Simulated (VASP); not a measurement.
Input of a VASP 6.6.1 run:

POSCAR

```
AlN
1.0
   -0.0163865731      2.1848764128      2.1848764128
    2.1848764128     -0.0163865731      2.1848764128
    2.1684898397      2.1684898397      0.0000000000
Al N
1 1
Direct
   -0.0009826930     -0.0009826930      0.0009826930
    0.2509826930      0.2509826930      0.2490173070
```

File INCAR.step1:

```
SYSTEM = AlN
PREC = Accurate ; ENCUT = 520
ISMEAR = 0 ; SIGMA = 0.01
LREAL = .FALSE. ; LASPH = .TRUE.
NELM = 60 ; NBANDS = 11
GGA = PE ; ALGO = Normal
EDIFF = 1E-4 ; LWAVE = .TRUE.
LCHARG = .FALSE.
```

File INCAR.step2:

```
SYSTEM = AlN
PREC = Accurate ; ENCUT = 520
EDIFF = 1E-6 ; ISMEAR = 0
SIGMA = 0.01 ; LREAL = .FALSE.
LASPH = .TRUE. ; NELM = 60
ALGO = Normal ; ISIF = 2
LWAVE = .FALSE. ; LCHARG = .TRUE.
METAGGA = R2SCAN ; LMIXTAU = .TRUE.
LELF = .TRUE. ; LVHAR = .TRUE.
NBANDS = 11 ; ISTART = 1
```

The input KPOINTS:

```
Automatic mesh
0
G
  10 10 10
  0 0 0
```

Potentials or basis: VASP PAW PBE potentials, release 64 (Al, N).

The run is started by

```sh
$ cat potpaw_PBE.64/Al/POTCAR potpaw_PBE.64/N/POTCAR > POTCAR
$ cp INCAR.step1 INCAR
$ mpirun -np 1 vasp_std > vasp.out
$ cp INCAR.step2 INCAR
$ mpirun -np 1 vasp_std > vasp.out
```

Q: Predict the band gap on the k mesh.

A: 3.86 eV (least direct gap 4.81 eV).

Q: Predict the pressure.

A: -0.4 GPa.

Stress tensor (GPa, compression positive):
```
-0.36  2.98  0.00
 2.98 -0.36  0.00
 0.00  0.00 -0.40
```

Caveat: the cell differs from its parent crystal (shear xy strain -1.5%); the PAW data sets were made with another functional, which shifts forces and pressure a little. A k mesh can miss the band edges.
